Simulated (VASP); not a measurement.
Ti4W, 5 atoms in the cell. The structure is trigonal, space group R-3m (No. 166). Conventional cell: a = 4.586 Å, b = 4.586 Å, c = 13.882 Å, α = 90.00°, β = 90.00°, γ = 120.00°. Within 3.7 Å of Ti (site symmetry 3m) lie 3 W at 2.79 Å and 11 Ti at 2.85 to 3.19 Å. Within 3.4 Å of Ti (site symmetry 3m) lie 4 W at 2.55 to 3.36 Å and 10 Ti at 2.69 to 3.13 Å. W (site symmetry -3m) has 14 Ti at 2.55 to 3.36 Å within 3.4 Å. 

* Program: VASP 6.6.1
* Task: single point
* Functional: PBE
* Potentials or basis: VASP PAW PBE potentials, release 64 (Ti_sv, W_sv)
* Cutoff: 520 eV
* k mesh: 6 × 6 × 6
* Occupations: gaussian, width 0.1 eV
* Spin: collinear spin
* Starting moments: [1.0, 1.0, 1.0, 1.0, 0.0] μB
* Dipole correction: no
* Further INCAR settings: ALGO = Normal; EDIFF = 1e-06; NBANDS = 43

Potentials or basis: VASP PAW PBE potentials, release 64 (Ti_sv, W_sv).

Launch:

```console
$ cat potpaw_PBE.64/Ti_sv/POTCAR potpaw_PBE.64/W_sv/POTCAR > POTCAR
$ mpirun -np 1 vasp_std > vasp.out
```

Hardware: 1 thread of Intel(R) Xeon(R) Platinum 8488C (Sapphire Rapids) (shared host).

Question: How long does it take, and how much memory?

Answer: Run time: 5.6 min on 1 thread of Intel(R) Xeon(R) Platinum 8488C (Sapphire Rapids) (shared host), peak memory 0.38 GiB. Counts: scf iterations 17, k points 32.
